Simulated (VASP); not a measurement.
# P (Fd-3m) in VASP: a series of runs, part 2 of 2

VASP 6.6.1. Earlier steps stand in the parts before.

**3. Single point, r2SCAN (20.73 Å³/atom)**

This run uses another cell than the first one, of 20.73 Å³/atom.

The input, POSCAR:

```
P
1.0
    0.0000000000      2.7472040206      2.7472040206
    2.7472040206      0.0000000000      2.7472040206
    2.7472040206      2.7472040206      0.0000000000
P
2
Direct
    0.1250000000      0.1250000000      0.1250000000
    0.8750000000      0.8750000000      0.8750000000
```

The input, INCAR.step1:

```
SYSTEM = P
  PREC = Accurate
  ENCUT = 520
  ISMEAR = -1
  SIGMA = 0.1
  LREAL = .FALSE.
  LASPH = .TRUE.
  NELM = 80
  NBANDS = 12
  GGA = PE
  ALGO = Normal
  EDIFF = 1E-4
  LWAVE = .TRUE.
  LCHARG = .FALSE.
```

The input, INCAR.step2:

```
SYSTEM = P
  PREC = Accurate
  ENCUT = 520
  EDIFF = 1E-6
  ISMEAR = -1
  SIGMA = 0.1
  LREAL = .FALSE.
  LASPH = .TRUE.
  NELM = 80
  ALGO = Normal
  ISIF = 2
  LWAVE = .FALSE.
  LCHARG = .FALSE.
  METAGGA = R2SCAN
  LMIXTAU = .TRUE.
  NBANDS = 12
  ISTART = 1
```

The input, KPOINTS:

```
regular mesh
0
G
  11 11 11
  0 0 0
```

Potentials or basis: VASP PAW PBE potentials, release 64 (P).

Command:

```sh
$ cat potpaw_PBE.64/P/POTCAR > POTCAR
$ cp INCAR.step1 INCAR
$ mpirun -np 1 vasp_std > vasp.out
$ cp INCAR.step2 INCAR
$ mpirun -np 1 vasp_std > vasp.out
```

OUTCAR:

```text
SYSTEM = P
   PREC = Accurate
   ENCUT = 520
   EDIFF = 1E-6
   ISMEAR = -1
   LREAL = .FALSE.
   LASPH = .TRUE.
   NELM = 80
   ISIF = 2
   METAGGA = R2SCAN
   ISTART = 1

 ion  position               nearest neighbor table
   1  0.125  0.125  0.125-   2 2.38   2 2.38   2 2.38   2 2.38
   2  0.875  0.875  0.875-   1 2.38   1 2.38   1 2.38   1 2.38

  LATTYP: Found a face centered cubic cell.
 ALAT       =     5.4944080412

  Lattice vectors:

 A1 = (   0.0000000000,   2.7472040206,   2.7472040206)
 A2 = (   2.7472040206,   0.0000000000,   2.7472040206)
 A3 = (   2.7472040206,   2.7472040206,   0.0000000000)

Analysis of symmetry for initial positions (statically):
=====================================================================
 Subroutine PRICEL returns:
 Original cell was already a primitive cell.

 Routine SETGRP: Setting up the symmetry group for a
 face centered cubic supercell.

 Subroutine GETGRP returns: Found 48 space group operations
 (whereof 12 operations were pure point group operations)
 out of a pool of 48 trial point group operations.

The static configuration has the point symmetry D_3d.
 The point group associated with its full space group is O_h .

Analysis of symmetry for dynamics (positions and initial velocities):
=====================================================================
 Subroutine PRICEL returns:
 Original cell was already a primitive cell.

 Routine SETGRP: Setting up the symmetry group for a
 face centered cubic supercell.

 Subroutine GETGRP returns: Found 48 space group operations
 (whereof 12 operations were pure point group operations)
 out of a pool of 48 trial point group operations.

The dynamic configuration has the point symmetry D_3d.
 The point group associated with its full space group is O_h .

 Subroutine INISYM returns: Found 48 space group operations
 (whereof 12 operations are pure point group operations),
 and found     1 'primitive' translations

----------------------------------------------------------------------------------------

                                     Primitive cell

  volume of cell :      41.4670

  direct lattice vectors                    reciprocal lattice vectors
     0.000000000  2.747204021  2.747204021    -0.182003228  0.182003228  0.182003228
     2.747204021  0.000000000  2.747204021     0.182003228 -0.182003228  0.182003228
     2.747204021  2.747204021  0.000000000     0.182003228  0.182003228 -0.182003228

  length of vectors
     3.885133185  3.885133185  3.885133185     0.315238838  0.315238838  0.315238838

  position of ions in fractional coordinates (direct lattice)
     0.125000000  0.125000000  0.125000000
     0.875000000  0.875000000  0.875000000

  ion indices of the primitive-cell ions
   primitive index   ion index
                 1           1
                 2           2

----------------------------------------------------------------------------------------

 KPOINTS: regular mesh

Automatic generation of k-mesh.
 Grid dimensions read from file:
 generate k-points for:   11   11   11

 Generating k-lattice:

  Cartesian coordinates                     Fractional coordinates (reciprocal lattice)
    -0.016545748  0.016545748  0.016545748     0.090909091  0.000000000  0.000000000
     0.016545748 -0.016545748  0.016545748     0.000000000  0.090909091  0.000000000
     0.016545748  0.016545748 -0.016545748     0.000000000  0.000000000  0.090909091

  Length of vectors
     0.028658076  0.028658076  0.028658076

  Shift w.r.t. Gamma in fractional coordinates (k-lattice)
     0.000000000  0.000000000  0.000000000

 Subroutine IBZKPT returns following result:
 ===========================================

 Found     56 irreducible k-points:

 Following reciprocal coordinates:
            Coordinates               Weight
  0.000000  0.000000  0.000000      1.000000
  0.090909  0.000000  0.000000      8.000000
  0.181818  0.000000  0.000000      8.000000
  0.272727  0.000000  0.000000      8.000000
  0.363636  0.000000  0.000000      8.000000
  0.454545  0.000000  0.000000      8.000000
[... 16 lines left out ...]
 -0.272727  0.181818  0.000000     24.000000
 -0.181818  0.181818  0.000000     12.000000
 [... further k-points ...]
   k-points           NKPTS =     56   k-points in BZ     NKDIM =     56   number of bands    NBANDS=     12
   number of dos      NEDOS =    301   number of ions     NIONS =      2
   total plane-waves  NPLWV =  27000
   dimension x,y,z NGX =    30 NGY =   30 NGZ =   30
   dimension x,y,z NGXF=    60 NGYF=   60 NGZF=   60
   ions per type =               2
   NGX,Y,Z   is equivalent  to a cutoff of  12.84, 12.84, 12.84 a.u.
   NGXF,Y,Z  is equivalent  to a cutoff of  25.67, 25.67, 25.67 a.u.
 SYSTEM =  P
   PREC   = accura    normal or accurate (medium, high low for compatibility)
   ISTART =      1    job   : 0-new  1-cont  2-samecut
   ICHARG =      0    charge: 1-file 2-atom 10-const
   ISPIN  =      1    spin polarized calculation?
   LNONCOLLINEAR =      F non collinear calculations
   LSORBIT =      F    spin-orbit coupling
   LASPH  =      T    aspherical Exc in radial PAW
   ENCUT  =  520.0 eV  38.22 Ry    6.18 a.u.   7.22  7.22  7.22*2*pi/ulx,y,z
   NELM   =     80;   NELMIN=  2; NELMDL=  0     # of ELM steps
   EDIFF  = 0.1E-05   stopping-criterion for ELM
   LREAL  =      F    real-space projection
   EDIFFG = 0.1E-04   stopping-criterion for IOM
   NSW    =      0    number of steps for IOM
   IBRION =     -1    ionic relax: 0-MD 1-quasi-New 2-CG
   NFREE  =      0    steps in history (QN), initial steepest desc. (CG)
   ISIF   =      2    stress and relaxation
   ISYM   =      2    0-nonsym 1-usesym 2-fastsym
   POTIM  = 0.5000    time-step for ionic-motion
   TEBEG  =    0.0;   TEEND  =   0.0 temperature during run
   PSTRESS=    0.0 pullay stress
   NELECT =      10.0000    total number of electrons
   NUPDOWN=      -1.0000    fix difference up-down
   EMIN   =  10.00;   EMAX   =-10.00  energy-range for DOS
   EFERMI =   0.00;   METHOD = LEGACY
   ISMEAR =    -1;   SIGMA  =   0.10  broadening in eV -4-tet -1-fermi 0-gaus
   EFERMI_NEDOS =   21; number of points for ismear=-14 and -15
   IALGO  =     38    algorithm
   IMIX   =      4    mixing-type and parameters
     AMIX     =   0.40;   BMIX     =  1.00
     AMIX_MAG =   1.60;   BMIX_MAG =  1.00
  volume/ion in A,a.u.               =      20.73       139.92
  Fermi-wavevector in a.u.,A,eV,Ry     =   1.018999  1.925630 14.127742  1.038360
  Thomas-Fermi vector in A             =   2.152489
   LORBIT       =      0    0 simple, 1 ext, 2 COOP (PROOUT), +10 PAW based schemes
   METAGGA = R2SCAN    functional components
   LHFCALC =     F    Hartree Fock is set to
   AEXX    =    0.0000 exact exchange contribution
   IVDW    =     0    specifies the selected vdW correction
   LEPSILON=     F    determine dielectric tensor
   LRPA    =     F    only Hartree local field effects (RPA)
 non-spin polarized calculation
  energy-cutoff  :      520.00
  volume of cell :       41.47
 maximum number of plane-waves:      1139
 NGX is ok and might be reduce to    30
   NGX = 15   NGY = 15   NGZ = 15

 number of electron      10.0000001 magnetization

 Free energy of the ion-electron system (eV)
  ---------------------------------------------------
  ext. energy  EPLUGINS =         0.00000000
  ---------------------------------------------------
  free energy    TOTEN  =       -16.64105773 eV

  energy without entropy =      -16.60875000  energy(sigma->0) =      -16.62490387

 E-fermi :   5.8530     XC(G=0):  -9.9819

 val. band max:        5.8351982919   @ k =   0.2727   0.1818   0.0000
 cond. band min:       5.9054855123   @ k =   0.4545   0.3636   0.0909
 fundamental gap:      0.0702872203
 Fermi energy:         5.8530152699

 k-point     1 :       0.0000    0.0000    0.0000
  band No.  band energies     occupation
      1      -9.9201      2.00000
      2       2.3587      2.00000
      3       2.5765      2.00000
      4       2.5765      2.00000
      5       2.5765      2.00000
      6       5.9180      0.68600
      7       5.9180      0.68600
      8       5.9180      0.68600
      9      12.3785      0.00000
     10      13.0286      0.00000
     11      13.0286      0.00000
     12      16.6502      0.00000
[... 331 lines left out ...]
 k-point    24 :      -0.1818    0.1818    0.0000
  band No.  band energies     occupation
      1      -8.9148      2.00000
      2      -2.4193      2.00000
      3       0.4871      2.00000
      4       1.9395      2.00000
      5       5.0293      1.99947
      6       7.0454      0.00001
      7       7.2359      0.00000
      8       8.5477      0.00000
      9      11.5774      0.00000
     10      13.7838      0.00000
     11      14.5748      0.00000
     12      17.0958      0.00000

 [... further k-points ...]
[... 5 lines left out ...]
  --------------------------------------------------------------------------------------
  -------------------------------------------------------------------------------------
  Total       -0.4376932     -0.4376932     -0.4376932      0.0000000      0.0000000      0.0000000
  in kB      -16.9113254    -16.9113254    -16.9113254      0.0000000      0.0000000      0.0000000
  external PRESSURE =     -16.9113254 kB  Pullay stress =       0.0000000 kB

 VOLUME and BASIS-vectors are now :
 -----------------------------------------------------------------------------
  energy-cutoff  :      520.00
  volume of cell :       41.47
      direct lattice vectors                 reciprocal lattice vectors
     0.000000000  2.747204021  2.747204021    -0.182003228  0.182003228  0.182003228
     2.747204021  0.000000000  2.747204021     0.182003228 -0.182003228  0.182003228
     2.747204021  2.747204021  0.000000000     0.182003228  0.182003228 -0.182003228

 POSITION                                       TOTAL-FORCE (eV/Angst)
 -----------------------------------------------------------------------------------
      0.68680      0.68680      0.68680         0.000000      0.000000      0.000000
      4.80761      4.80761      4.80761        -0.000000     -0.000000     -0.000000
 -----------------------------------------------------------------------------------
    total drift:                               -0.000000      0.000000      0.000000

  FREE ENERGIE OF THE ION-ELECTRON SYSTEM (eV)
  ---------------------------------------------------
  free  energy   TOTEN  =       -16.6410577342 eV

  energy  without entropy=      -16.6087499962  energy(sigma->0) =      -16.62490387
```

Run time: 47 s. Hardware: 1 thread of Intel Xeon 6975P-C (Granite Rapids), shared host; peak memory 0.16 GiB.

What came out:

| Property | Result |
| --- | --- |
| Free energy | -16.6411 eV |
| Pressure | -1.7 GPa |
| Band gap on the k mesh | zero (bands 5 and 6 overlap by 1.77 eV) |

Caveat: the PAW data sets were made with another functional, which shifts forces and pressure a little.

**4. Single point, r2SCAN (21.53 Å³/atom)**

This run uses another cell than the first one, of 21.53 Å³/atom.

The input, POSCAR:

```
P
1.0
    0.0000000000      2.7819824470      2.7819824470
    2.7819824470      0.0000000000      2.7819824470
    2.7819824470      2.7819824470      0.0000000000
P
2
Direct
    0.1250000000      0.1250000000      0.1250000000
    0.8750000000      0.8750000000      0.8750000000
```

The input, INCAR.step1:

```
ALGO = Normal
EDIFF = 1E-4
ENCUT = 520
GGA = PE
ISMEAR = -1
LASPH = True
LCHARG = False
LREAL = False
LWAVE = True
NBANDS = 12
NELM = 80
PREC = Accurate
SIGMA = 0.1
```

The input, INCAR.step2:

```
ALGO = Normal
EDIFF = 1E-7
ENCUT = 520
ISIF = 2
ISMEAR = -1
ISTART = 1
LASPH = True
LCHARG = True
LELF = True
LMIXTAU = True
LREAL = False
LVHAR = True
LWAVE = False
METAGGA = R2SCAN
NBANDS = 12
NELM = 80
PREC = Accurate
SIGMA = 0.1
```

The input, KPOINTS:

```
k-points
0
Gamma
  11 11 11
```

Command:

```sh
$ cat potpaw_PBE.64/P/POTCAR > POTCAR
$ cp INCAR.step1 INCAR
$ mpirun -np 1 vasp_std > vasp.out
$ cp INCAR.step2 INCAR
$ mpirun -np 1 vasp_std > vasp.out
```

It took 60 s on 1 thread of Intel Xeon 6975P-C (Granite Rapids), shared host; peak memory 0.17 GiB.

It converged, with:

| Property | Result |
| --- | --- |
| Free energy | -16.6177 eV |
| Pressure | -3.1 GPa |
| Band gap on the k mesh | zero (bands 5 and 6 overlap by 1.65 eV) |

Levels at points of the mesh, in eV from the Fermi level:
```
           k point  band 2  band 3  band 4  band 5  band 6  band 7  band 8  band 9
(0.00, 0.00, 0.00)   -3.78   -3.14   -3.14   -3.14    0.14    0.14    0.14    6.45
```

Caveat: the cell stands under tension; the PAW data sets were made with another functional, which shifts forces and pressure a little.

**5. Summary**

| cell | gap on the mesh (eV) | pressure (GPa) |
| --- | --- | --- |
| a = 3.835 Å, angles 60.0°, 2 atoms | none | -0.1 |
| a = 3.885 Å, angles 60.0°, 2 atoms | none | -1.7 |
| a = 3.934 Å, angles 60.0°, 2 atoms | none | -3.1 |

Alike in all rows: task single point; level r2SCAN; potentials or basis VASP PAW PBE potentials, release 64 (P); no spin polarisation; k mesh 11 × 11 × 11; cutoff (eV) 520; smearing fermi-dirac 0.1 eV.

Caveats: the PAW data sets were made with another functional, which shifts forces and pressure a little; the cell stands under tension (at least some runs).

Total energies depend on the potentials used, so only differences within one code and one set of settings carry meaning.

The gap in the log of VASP goes by the Fermi energy; the results here count the filled bands.